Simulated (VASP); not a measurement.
Input of a VASP 6.6.1 run:

File INCAR:

```
PREC     = Accurate       # precision mode
ENCUT    = 600            # plane-wave cutoff, eV
EDIFF    = 1E-7           # SCF threshold, eV
ISMEAR   = 0              # smearing method
SIGMA    = 0.1            # smearing width, eV
LREAL    = False          # projectors in reciprocal space
LASPH    = True           # aspherical terms in the spheres
NELM     = 60             # most SCF steps
ALGO     = Fast           # electronic algorithm
ISIF     = 3              # what is computed and relaxed
LWAVE    = False          # write WAVECAR
LCHARG   = False          # write CHGCAR
GGA      = PE             # functional
IBRION   = 2              # ionic algorithm
NSW      = 100            # ionic steps
EDIFFG   = -0.01          # ionic threshold
```

The input KPOINTS:

```
regular mesh
0
Gamma
  12 12 12
```

File POSCAR:

```
RuW3
1.0
    3.9742794211      0.0000000000      0.0000000000
    0.0000000000      3.9742794211      0.0000000000
    0.0000000000      0.0000000000      3.9742794211
Ru W
1 3
Direct
    0.0000000000      0.0000000000      0.0000000000
    0.0000000000      0.5000000000      0.5000000000
    0.5000000000      0.0000000000      0.5000000000
    0.5000000000      0.5000000000      0.0000000000
```

Potentials or basis: VASP PAW PBE potentials, release 64 (Ru_pv, W_sv).

Command:

```console
$ cat potpaw_PBE.64/Ru_pv/POTCAR potpaw_PBE.64/W_sv/POTCAR > POTCAR
$ mpirun -np 1 vasp_std > vasp.out
```

**Question.** Predict the space group after relaxing (to 0.05 Å).

**Answer.** Pm-3m (No. 221).

**Question.** Predict the band gap on the k mesh.

**Answer.** Zero (band 28 reaches 14.15 eV, above the bottom of band 29 at 10.37 eV).

Final structure:
```
Ru W
1.0
     3.97643    0.00000    0.00000
     0.00000    3.97643    0.00000
     0.00000    0.00000    3.97643
Ru W
1 3
Direct
  0.00000 0.00000 0.00000
  0.00000 0.50000 0.50000
  0.50000 0.00000 0.50000
  0.50000 0.50000 0.00000
```

Caveat: spin-orbit coupling is left out, which moves the levels of the heavy elements.
